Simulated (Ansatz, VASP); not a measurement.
**ZnSe in VASP and in Ansatz**

INCAR

```
SYSTEM = ZnSe
ALGO = Normal ; EDIFF = 1E-7
ENCUT = 520 ; GGA = PS
ISIF = 2 ; ISMEAR = 0
LASPH = .TRUE. ; LCHARG = .FALSE.
LREAL = .FALSE. ; LWAVE = .FALSE.
NBANDS = 26 ; NELM = 60
PREC = Accurate ; SIGMA = 0.05
```

File KPOINTS:

```
k-points
0
G
  8 8 6
  0 0 0
```

The input POSCAR:

```
ZnSe
1.0
    4.0261152320      0.0000000000      0.0000000000
    0.0000000000      4.0261152320      0.0000000000
    0.0000000000      0.0000000000      5.5286396999
Zn Se
2 2
Direct
    0.0000000000      0.0000000000      0.0000000000
    0.5000000000      0.5000000000      0.0000000000
    0.0000000000      0.5000000000      0.2139048092
    0.5000000000      0.0000000000      0.7860951908
```

Input for Ansatz:

```yaml
crystal:
  lattice:
    - [4.026115232, 0.0, 0.0]
    - [0.0, 4.026115232, 0.0]
    - [0.0, 0.0, 5.5286396999]
  atoms:
    - { symbol: Zn, position: [0.0, 0.0, 0.0] }
    - { symbol: Zn, position: [0.5, 0.5, 0.0] }
    - { symbol: Se, position: [0.0, 0.5, 0.2139048092] }
    - { symbol: Se, position: [0.5, 0.0, 0.7860951908] }
basis:
  ecutwfc: 520.0
kpoints:
  mp_grid: { grid: [8, 8, 6] }
hamiltonian:
  xc: pbesol
  pseudopotentials: { kind: paw, azcp: { folder: soft_1 } }
scf:
  occupations: { method: gaussian, width: 0.05 }
output:
  forces: true
  stress: true
  eigenvalues: true
```

Alike in both runs: task single point; functional PBEsol; k mesh 8 × 8 × 6; occupations gaussian, width 0.05 eV; no spin polarisation.

|  | VASP | Ansatz |
| --- | --- | --- |
| version | VASP 6.6.1 | Ansatz 0.2.0 |
| potentials or method | VASP PAW PBE potentials, release 64 (Zn, Se), cutoff 520 eV | scalar-relativistic, plane waves, PAW |
| valence electrons in the cell | 36 | 56 |

```tsv
	VASP	Ansatz	Ansatz less VASP
gap on the k mesh at the Fermi level (eV)	1.05	1.06	+0.009
least direct gap on the mesh (eV)	1.05	1.06	+0.009
pressure (GPa)	14.6	14.1	-0.49
traceless stress, the component that is largest in VASP (GPa)	-1.01	-0.91	+0.109
rms of the force components (eV/Å)	1.362	1.327	-0.0350
```

VASP's potentials were made for PBE, not for PBEsol, and Ansatz warns of the same on its side. Atom by atom the forces differ by 0.035 eV/Å (rms over components). VASP's potentials hold 36 valence electrons a cell and Ansatz's 56, so a difference there can come from the potentials and not from the codes.
